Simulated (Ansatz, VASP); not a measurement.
**BaS: VASP beside Ansatz**

```
CELL_PARAMETERS angstrom
0.00000 3.18014 3.18014
3.18014 0.00000 3.18014
3.18014 3.18014 0.00000
ATOMIC_POSITIONS crystal
Ba 0.00000 0.00000 0.00000
S 0.50000 0.50000 0.50000
```

Alike in both runs: functional PBE; dispersion D3(BJ); k mesh 8 × 8 × 8; occupations gaussian, width 0.02 eV; no spin polarisation.

Ansatz relaxed the structure, and its values are those at the end. VASP's run is a single point on that final structure, the one shown.

```csv
,VASP,Ansatz
version,VASP 6.6.1,Ansatz 0.2.0
potentials or method,"VASP PAW PBE potentials, release 64 (Ba_sv, S), cutoff 520 eV","scalar-relativistic, plane waves, PAW"
valence electrons in the cell,16,16
```

VASP gave:

```
gap on the k mesh at the Fermi level (eV) : 2.08
least direct gap on the mesh (eV)         : 2.21
pressure (GPa)                            : 0.6
```

Which values does Ansatz return?

gap on the k mesh at the Fermi level (eV): 2.19; least direct gap on the mesh (eV): 2.28; pressure (GPa): 0.0.

Neither program's run includes spin-orbit coupling.
